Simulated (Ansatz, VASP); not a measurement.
**Two plane-wave programs on InAs4**

```xyz
5
Lattice="5.6405 0.0000 0.0000 0.0000 5.6405 0.0000 0.0000 0.0000 3.7642" Properties=species:S:1:pos:R:3 pbc="T T T"
In    2.8203    2.8203    1.8821
As    1.2370    1.2370    0.0000
As    1.2370    4.4035    0.0000
As    4.4035    1.2370    0.0000
As    4.4035    4.4035    0.0000
```

Alike in both runs: functional PBE; dispersion D3(BJ); k mesh 8 × 8 × 10; occupations gaussian, width 0.1 eV; no spin polarisation.

Ansatz relaxed the structure, and its values are those at the end. VASP's run is a single point on that final structure, the one shown.

|  | VASP | Ansatz |
| --- | --- | --- |
| version | VASP 6.6.1 | Ansatz 0.2.0 |
| potentials or method | VASP PAW PBE potentials, release 64 (In_d, As), cutoff 520 eV | scalar-relativistic, plane waves, PAW |
| valence electrons in the cell | 33 | 73 |

```csv
,VASP,Ansatz,Ansatz less VASP
gap on the k mesh at the Fermi level (eV),none,none,-
pressure (GPa),0.2,0.0,-0.17
rms of the force components (eV/Å),0.024,0.001,-0.0236
```

A gap of «none» marks a metal or a gap that the smearing closes. VASP's potentials hold 33 valence electrons a cell and Ansatz's 73, so a difference there can come from the potentials and not from the codes.
